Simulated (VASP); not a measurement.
# SiC2 (P-3m1) in VASP: a series of runs

SiC2 is run at these levels: PBE; tasks: single point, relaxation of cell and atoms.

Program: VASP 6.6.1. These are calculated values, not measurements. Logs are shortened: lines on timing, memory, paths and dates and some standing lists are left out, and cuts for length are marked.

**1. The cell of the first run**

It takes space group P-3m1 (No. 164, trigonal). The conventional cell has a = 2.844 Å, b = 2.844 Å, c = 7.630 Å, α = 90.00°, β = 90.00°, γ = 120.00°. Within 2.5 Å of Si (site symmetry 3m) lie 3 C at 1.86 Å. Within 2.0 Å of C (site symmetry 3m) lie 1 C at 1.49 Å and 3 Si at 1.86 Å. C (site symmetry 3m) has 4 C at 1.49 to 1.74 Å within 2.0 Å.

**2. Single point, PBE**

INCAR reads:

```
ALGO = Normal
EDIFF = 1E-6
ENCUT = 520
GGA = PE
ISIF = 2
ISMEAR = 0
LASPH = T
LCHARG = F
LREAL = F
LWAVE = F
NBANDS = 21
NELM = 80
PREC = Accurate
SIGMA = 0.1
```

KPOINTS reads:

```
k-points
0
Gamma
  6 6 2
```

POSCAR reads:

```
SiC2
1.0
    2.8443649287     -0.0000000031      0.0000000000
   -1.4221824617      2.4632922875      0.0000000000
    0.0000000000      0.0000000000      7.6301800970
Si C
2 4
Direct
    0.3333333333      0.6666666667      0.3493168699
    0.6666666667      0.3333333333      0.6506831301
    0.3333333333      0.6666666667      0.7661553050
    0.3333333333      0.6666666667     -0.0380136190
    0.6666666667      0.3333333333      1.0380136190
    0.6666666667      0.3333333333      0.2338446950
```

Potentials or basis: VASP PAW PBE potentials, release 64 (Si, C).

Started as:

```sh
$ cat potpaw_PBE.64/Si/POTCAR potpaw_PBE.64/C/POTCAR > POTCAR
$ mpirun -np 1 vasp_std > vasp.out
```

OUTCAR:

```text
EDIFF = 1E-6
   ENCUT = 520
   GGA = PE
   ISIF = 2
   ISMEAR = 0
   LASPH = T
   LREAL = F
   NELM = 80
   PREC = Accurate

 ion  position               nearest neighbor table
   1  0.333  0.667  0.349-   6 1.86   6 1.86   6 1.86   2 2.83   2 2.83   2 2.83
   2  0.667  0.333  0.651-   3 1.86   3 1.86   3 1.86   1 2.83   1 2.83   1 2.83
   3  0.333  0.667  0.766-   4 1.49   2 1.86   2 1.86   2 1.86
   4  0.333  0.667  0.962-   3 1.49   5 1.74   5 1.74   5 1.74
   5  0.667  0.333  0.038-   6 1.49   4 1.74   4 1.74   4 1.74
   6  0.667  0.333  0.234-   5 1.49   1 1.86   1 1.86   1 1.86

  LATTYP: Found a hexagonal cell.
 ALAT       =     2.8443649287
 C/A-ratio  =     2.6825601807

  Lattice vectors:

 A1 = (   2.8443649287,  -0.0000000031,   0.0000000000)
 A2 = (  -1.4221824617,   2.4632922875,   0.0000000000)
 A3 = (   0.0000000000,   0.0000000000,   7.6301800970)

Analysis of symmetry for initial positions (statically):
=====================================================================
 Subroutine PRICEL returns:
 Original cell was already a primitive cell.

 Routine SETGRP: Setting up the symmetry group for a
 hexagonal supercell.

 Subroutine GETGRP returns: Found 12 space group operations
 (whereof 12 operations were pure point group operations)
 out of a pool of 24 trial point group operations.

The static configuration has the point symmetry D_3d.

Analysis of symmetry for dynamics (positions and initial velocities):
=====================================================================
 Subroutine PRICEL returns:
 Original cell was already a primitive cell.

 Routine SETGRP: Setting up the symmetry group for a
 hexagonal supercell.

 Subroutine GETGRP returns: Found 12 space group operations
 (whereof 12 operations were pure point group operations)
 out of a pool of 24 trial point group operations.

The dynamic configuration has the point symmetry D_3d.

 Subroutine INISYM returns: Found 12 space group operations
 (whereof 12 operations are pure point group operations),
 and found     1 'primitive' translations

----------------------------------------------------------------------------------------

                                     Primitive cell

  volume of cell :      53.4609

  direct lattice vectors                    reciprocal lattice vectors
     2.844364929 -0.000000003  0.000000000     0.351572328  0.202980378  0.000000000
    -1.422182462  2.463292287  0.000000000     0.000000000  0.405960757  0.000000000
     0.000000000  0.000000000  7.630180097     0.000000000  0.000000000  0.131058505

  length of vectors
     2.844364929  2.844364929  7.630180097     0.405960757  0.405960757  0.131058505

  position of ions in fractional coordinates (direct lattice)
     0.333333333  0.666666667  0.349316870
     0.666666667  0.333333333  0.650683130
     0.333333333  0.666666667  0.766155305
     0.333333333  0.666666667  0.961986381
     0.666666667  0.333333333  0.038013619
     0.666666667  0.333333333  0.233844695

  ion indices of the primitive-cell ions
   primitive index   ion index
                 1           1
                 2           2
                 3           3
                 4           4
                 5           5
                 6           6

----------------------------------------------------------------------------------------

 KPOINTS: k-points

Automatic generation of k-mesh.
 Grid dimensions read from file:
 generate k-points for:    6    6    2

 Generating k-lattice:

  Cartesian coordinates                     Fractional coordinates (reciprocal lattice)
     0.058595388  0.033830063  0.000000000     0.166666667  0.000000000  0.000000000
     0.000000000  0.067660126  0.000000000     0.000000000  0.166666667  0.000000000
     0.000000000  0.000000000  0.065529253     0.000000000  0.000000000  0.500000000

  Length of vectors
     0.067660126  0.067660126  0.065529253

  Shift w.r.t. Gamma in fractional coordinates (k-lattice)
     0.000000000  0.000000000  0.000000000

 Subroutine IBZKPT returns following result:
 ===========================================

 Found     14 irreducible k-points:

 Following reciprocal coordinates:
            Coordinates               Weight
  0.000000  0.000000  0.000000      1.000000
  0.166667 -0.000000  0.000000      6.000000
  0.333333  0.000000  0.000000      6.000000
  0.500000  0.000000  0.000000      3.000000
  0.166667  0.166667  0.000000      6.000000
  0.333333  0.166667  0.000000     12.000000
  0.333333  0.333333  0.000000      2.000000
  0.000000  0.000000  0.500000      1.000000
  0.166667 -0.000000  0.500000      6.000000
  0.333333  0.000000  0.500000      6.000000
  0.500000  0.000000  0.500000      3.000000
  0.166667  0.166667  0.500000      6.000000
  0.333333  0.166667  0.500000     12.000000
  0.333333  0.333333  0.500000      2.000000
   k-points           NKPTS =     14   k-points in BZ     NKDIM =     14   number of bands    NBANDS=     21
   number of dos      NEDOS =    301   number of ions     NIONS =      6
   total plane-waves  NPLWV =  34560
   dimension x,y,z NGX =    24 NGY =   24 NGZ =   60
   dimension x,y,z NGXF=    48 NGYF=   48 NGZF=  120
   ions per type =               2   4
   NGX,Y,Z   is equivalent  to a cutoff of  14.03, 14.03, 13.07 a.u.
   NGXF,Y,Z  is equivalent  to a cutoff of  28.05, 28.05, 26.15 a.u.
 SYSTEM =  unknown system
   PREC   = accura    normal or accurate (medium, high low for compatibility)
   ISTART =      0    job   : 0-new  1-cont  2-samecut
   ICHARG =      2    charge: 1-file 2-atom 10-const
   ISPIN  =      1    spin polarized calculation?
   LNONCOLLINEAR =      F non collinear calculations
   LSORBIT =      F    spin-orbit coupling
   LASPH  =      T    aspherical Exc in radial PAW
   ENCUT  =  520.0 eV  38.22 Ry    6.18 a.u.   5.29  5.29 14.19*2*pi/ulx,y,z
   NELM   =     80;   NELMIN=  2; NELMDL= -5     # of ELM steps
   EDIFF  = 0.1E-05   stopping-criterion for ELM
   LREAL  =      F    real-space projection
   EDIFFG = 0.1E-04   stopping-criterion for IOM
   NSW    =      0    number of steps for IOM
   IBRION =     -1    ionic relax: 0-MD 1-quasi-New 2-CG
   NFREE  =      0    steps in history (QN), initial steepest desc. (CG)
   ISIF   =      2    stress and relaxation
   ISYM   =      2    0-nonsym 1-usesym 2-fastsym
   POTIM  = 0.5000    time-step for ionic-motion
   TEBEG  =    0.0;   TEEND  =   0.0 temperature during run
   PSTRESS=    0.0 pullay stress
   NELECT =      24.0000    total number of electrons
   NUPDOWN=      -1.0000    fix difference up-down
   EMIN   =  10.00;   EMAX   =-10.00  energy-range for DOS
   EFERMI =   0.00;   METHOD = LEGACY
   ISMEAR =     0;   SIGMA  =   0.10  broadening in eV -4-tet -1-fermi 0-gaus
   EFERMI_NEDOS =   21; number of points for ismear=-14 and -15
   IALGO  =     38    algorithm
   IMIX   =      4    mixing-type and parameters
     AMIX     =   0.40;   BMIX     =  1.00
     AMIX_MAG =   1.60;   BMIX_MAG =  1.00
  volume/ion in A,a.u.               =       8.91        60.13
  Fermi-wavevector in a.u.,A,eV,Ry     =   1.253526  2.368820 21.379196  1.571327
  Thomas-Fermi vector in A             =   2.387374
   LORBIT       =      0    0 simple, 1 ext, 2 COOP (PROOUT), +10 PAW based schemes
   GGA     = PE    functional components
   LHFCALC =     F    Hartree Fock is set to
   AEXX    =    0.0000 exact exchange contribution
   IVDW    =     0    specifies the selected vdW correction
   LEPSILON=     F    determine dielectric tensor
   LRPA    =     F    only Hartree local field effects (RPA)
 non-spin polarized calculation
 Gauss-broadening in eV      SIGMA  =   0.10
  energy-cutoff  :      520.00
  volume of cell :       53.46
 maximum number of plane-waves:      1464
 NGX is ok and might be reduce to    24
   NGX = 11   NGY = 11   NGZ = 29

 number of electron      23.9999999 magnetization

 Free energy of the ion-electron system (eV)
  ---------------------------------------------------
  ext. energy  EPLUGINS =         0.00000000
  ---------------------------------------------------
  free energy    TOTEN  =       -43.77376253 eV

  energy without entropy =      -43.76064626  energy(sigma->0) =      -43.76720440

 E-fermi :   9.0591     XC(G=0): -11.8378

 val. band max:        9.0023071605   @ k =   0.3333   0.3333   0.5000
 cond. band min:       9.0981068394   @ k =   0.3333   0.1667   0.0000
 fundamental gap:      0.0957996789
 Fermi energy:         9.0591317875

 k-point     1 :       0.0000    0.0000    0.0000
  band No.  band energies     occupation
      1      -9.2961      2.00000
      2      -6.9411      2.00000
      3      -5.5732      2.00000
      4      -0.5802      2.00000
      5       1.0067      2.00000
      6       6.0507      2.00000
[... 13 lines left out ...]
     20      17.6183      0.00000
     21      17.6385      0.00000

 k-point     2 :       0.1667   -0.0000    0.0000
  band No.  band energies     occupation
      1      -8.7824      2.00000
      2      -6.4376      2.00000
      3      -4.9982      2.00000
      4      -0.2697      2.00000
      5       1.4171      2.00000
      6       3.8918      2.00000
[... 13 lines left out ...]
     20      17.1884      0.00000
     21      18.5140      0.00000

 k-point     3 :       0.3333    0.0000    0.0000
  band No.  band energies     occupation
      1      -7.3265      2.00000
      2      -5.1179      2.00000
      3      -3.3426      2.00000
      4      -0.6048      2.00000
      5       1.3194      2.00000
      6       2.0575      2.00000
[... 13 lines left out ...]
     20      16.5649      0.00000
     21      19.3192      0.00000
[... 217 lines left out ...]
 k-point    13 :       0.3333    0.1667    0.5000
  band No.  band energies     occupation
      1      -6.0315      2.00000
      2      -4.4990      2.00000
      3      -1.6503      2.00000
      4      -1.3233      2.00000
      5       0.7748      2.00000
      6       1.6212      2.00000
[... 13 lines left out ...]
     20      17.8442      0.00000
     21      18.5726      0.00000

 k-point    14 :       0.3333    0.3333    0.5000
  band No.  band energies     occupation
      1      -4.6548      2.00000
      2      -4.6548      2.00000
      3      -1.0594      2.00000
      4      -1.0594      2.00000
      5       0.7345      2.00000
      6       1.8757      2.00000
[... 13 lines left out ...]
     20      17.5809      0.00000
     21      21.3685      0.00000

------------------------ aborting loop because EDIFF is reached ----------------------------------------

  FORCE on cell =-STRESS in cart. coord.  units (eV):
  Direction    XX          YY          ZZ          XY          YZ          ZX
  --------------------------------------------------------------------------------------
  -------------------------------------------------------------------------------------
  Total        0.0871359      0.0871359      0.0569838     -0.0000000     -0.0000000      0.0000000
  in kB        2.6113881      2.6113881      1.7077567     -0.0000000     -0.0000000      0.0000000
  external PRESSURE =       2.3101776 kB  Pullay stress =       0.0000000 kB

 VOLUME and BASIS-vectors are now :
 -----------------------------------------------------------------------------
  energy-cutoff  :      520.00
  volume of cell :       53.46
      direct lattice vectors                 reciprocal lattice vectors
     2.844364929 -0.000000003  0.000000000     0.351572328  0.202980378  0.000000000
    -1.422182462  2.463292287  0.000000000     0.000000000  0.405960757  0.000000000
     0.000000000  0.000000000  7.630180097     0.000000000  0.000000000  0.131058505

 POSITION                                       TOTAL-FORCE (eV/Angst)
 -----------------------------------------------------------------------------------
      0.00000      1.64219      2.66535         0.000000      0.000000     -0.005014
      1.42218      0.82110      4.96483         0.000000     -0.000000      0.005014
      0.00000      1.64219      5.84590         0.000000      0.000000     -0.055994
      0.00000      1.64219      7.34013        -0.000000      0.000000      0.036749
      1.42218      0.82110      0.29005         0.000000     -0.000000     -0.036749
      1.42218      0.82110      1.78428        -0.000000     -0.000000      0.055994
 -----------------------------------------------------------------------------------
    total drift:                                0.000000     -0.000000      0.000000

  FREE ENERGIE OF THE ION-ELECTRON SYSTEM (eV)
  ---------------------------------------------------
  free  energy   TOTEN  =       -43.7737625280 eV

  energy  without entropy=      -43.7606462630  energy(sigma->0) =      -43.76720440
```

Run time: 7.4 s. Hardware: 1 thread of Intel Xeon 6975P-C (Granite Rapids), shared host; peak memory 0.17 GiB.

What came out:

* Free energy: -43.7738 eV
* Pressure: 0.2 GPa
* Largest force: 0.056 eV/Å
* Band gap on the k mesh: zero (bands 12 and 13 overlap by 2.27 eV)

Forces on the atoms (eV/Å):
```
Si   0.000  0.000 -0.005
Si   0.000  0.000  0.005
C    0.000  0.000 -0.056
C    0.000  0.000  0.037
C    0.000  0.000 -0.037
C    0.000  0.000  0.056
```

Stress tensor (GPa, compression positive):
```
0.26 0.00 0.00
0.00 0.26 0.00
0.00 0.00 0.17
```

Caveat: the k points lie up to 0.43 Å⁻¹ apart, too coarse for converged energies and pressures of a metal.

**3. Single point, PBE**

This run uses another cell than the first one, of 13.61 Å³/atom.

INCAR reads:

```
SYSTEM = SiC2
PREC = Accurate
ENCUT = 520
EDIFF = 1E-7
ISMEAR = 0
SIGMA = 0.1
LREAL = .False.
LASPH = .True.
NELM = 80
ALGO = Normal
ISIF = 2
LWAVE = .False.
LCHARG = .True.
GGA = PE
LELF = .True.
LVHAR = .True.
NBANDS = 21
```

KPOINTS reads:

```
regular mesh
0
Gamma
  6 6 2
  0 0 0
```

POSCAR reads:

```
SiC2
1.0
    2.6447227300      0.0000000000      0.0000000000
   -1.3223613600      2.2903970700      0.0000000000
    0.0000000000      0.0000000000     13.4789956300
Si C
2 4
Direct
    0.3333333300      0.6666666700      0.4166666700
    0.6666666700      0.3333333300      0.5833333300
    0.3333333300      0.6666666700      0.7500000000
    0.3333333300      0.6666666700      0.0833333300
    0.6666666700      0.3333333300      0.9166666700
    0.6666666700      0.3333333300      0.2500000000
```

Potentials or basis: VASP PAW PBE potentials, release 64 (Si, C).

Started as:

```sh
$ cat potpaw_PBE.64/Si/POTCAR potpaw_PBE.64/C/POTCAR > POTCAR
$ mpirun -np 1 vasp_std > vasp.out
```

Wall time 13 s (1 thread of Intel Xeon 6975P-C (Granite Rapids), shared host); peak memory 0.19 GiB.

The run converged. Its results:

- Free energy: -25.1760 eV
- Pressure: -18.5 GPa
- Largest force: 1.716 eV/Å
- Band gap on the k mesh: zero (bands 12 and 13 overlap by 5.55 eV)

Forces on the atoms (eV/Å):
```
Si   0.000  0.000 -1.716
Si   0.000  0.000  1.716
C    0.000  0.000 -0.273
C    0.000  0.000  0.073
C    0.000  0.000 -0.073
C    0.000  0.000  0.273
```

Stress tensor (GPa, compression positive):
```
-16.77   0.00   0.00
  0.00 -16.77   0.00
  0.00   0.00 -22.11
```

Levels at points of the mesh, in eV from the Fermi level:
```csv
k point,band 9,band 10,band 11,band 12,band 13,band 14,band 15,band 16
"(0.00, 0.00, 0.00)",-1.83,2.31,2.54,3.62,3.62,3.83,3.83,4.03
"(0.50, 0.00, 0.00)",-3.30,-3.16,-2.38,-1.70,-0.64,1.23,1.61,1.79
"(0.00, 0.00, 0.50)",0.31,0.40,3.46,3.62,3.62,3.83,3.83,4.04
"(0.50, 0.00, 0.50)",-3.45,-2.79,-2.36,-2.21,0.11,0.44,1.70,1.83
```

Caveat: the k points lie up to 0.46 Å⁻¹ apart, too coarse for converged energies and pressures of a metal; forces of over 1 eV/Å act on the atoms, so gaps and moduli don't describe the material at rest.

(Part 1 of 2 ends here.)
